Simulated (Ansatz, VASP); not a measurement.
**CoBr4: VASP beside Ansatz**

Contents of INCAR:

```
ALGO     = Normal         # electronic algorithm
EDIFF    = 1E-6           # SCF threshold, eV
ENCUT    = 520            # plane-wave cutoff, eV
GGA      = PE             # functional
ISIF     = 2              # what is computed and relaxed
ISMEAR   = 0              # smearing method
ISPIN    = 2              # spin polarisation
LASPH    = T              # aspherical terms in the spheres
LCHARG   = F              # write CHGCAR
LMAXMIX  = 4              # l up to which the mixer works
LORBIT   = 11             # projections on sites
LREAL    = F              # projectors in reciprocal space
LWAVE    = F              # write WAVECAR
MAGMOM   = 3 0 0 0 0      # initial moments
NBANDS   = 30             # bands
NELM     = 150            # most SCF steps
PREC     = Accurate       # precision mode
SIGMA    = 0.1            # smearing width, eV
```

Contents of KPOINTS:

```
k-points
0
Gamma
  4 4 4
```

POSCAR

```
CoBr4
1.0
   -2.7342566800      2.7342566800      5.4287889700
    2.7342566800     -2.7342566800      5.4287889700
    2.7342566800      2.7342566800     -5.4287889700
Co Br
1 4
Direct
    0.5000000000      0.5000000000      0.0000000000
    0.5000000000      0.0000000000      0.0000000000
    0.0000000000      0.5000000000      0.0000000000
    0.0000000000      0.0000000000      0.5000000000
    0.5000000000      0.5000000000      0.5000000000
```

Input for Ansatz:

```yaml
crystal:
  lattice:
    - [-2.73425668, 2.73425668, 5.42878897]
    - [2.73425668, -2.73425668, 5.42878897]
    - [2.73425668, 2.73425668, -5.42878897]
  atoms:
    - { symbol: Co, position: [0.5, 0.5, 0.0], spin: 3.0 }
    - { symbol: Br, position: [0.5, 0.0, 0.0] }
    - { symbol: Br, position: [0.0, 0.5, 0.0] }
    - { symbol: Br, position: [0.0, 0.0, 0.5] }
    - { symbol: Br, position: [0.5, 0.5, 0.5] }
basis:
  ecutwfc: 420
kpoints:
  mp_grid: { grid: [4, 4, 4] }
hamiltonian:
  xc: pbe
scf:
  occupations: { method: gaussian, width: 0.1 }
  lower_state_search: "off"
output:
  forces: true
  stress: true
  eigenvalues: true
  populations: true
magnetization:
  spin_polarized: true
```

Alike in both runs: task single point; functional PBE; k mesh 4 × 4 × 4; occupations gaussian, width 0.1 eV; collinear spin.

|  | VASP | Ansatz |
| --- | --- | --- |
| version | VASP 6.6.1 | Ansatz 0.2.0 |
| potentials or method | VASP PAW PBE potentials, release 64 (Co, Br), cutoff 520 eV | scalar-relativistic, plane waves, PAW |
| valence electrons in the cell | 37 | 45 |

VASP gave:

| Property | Result |
| --- | --- |
| gap on the k mesh at the Fermi level (eV) | none |
| pressure (GPa) | 5.9 |
| traceless stress, the component that is largest in VASP (GPa) | -11.35 |
| net moment per atom (μB) | 0.47 |
| size of the moment on the site where the two differ most (μB) | 2.20 |

Estimate Ansatz's values.

gap on the k mesh at the Fermi level (eV): none; pressure (GPa): 5.9; traceless stress, the component that is largest in VASP (GPa): -11.31; net moment per atom (μB): 0.47; size of the moment on the site where the two differ most (μB): 2.29.

Site moments also hang on the region over which each program counts them. A gap of «none» marks a metal or a gap that the smearing closes. With one functional, cell and mesh, what is left measures potentials, basis and numerics. VASP's potentials hold 37 valence electrons a cell and Ansatz's 45, so a difference there can come from the potentials and not from the codes.

The k mesh is coarse, so the values compare programs but aren't converged.
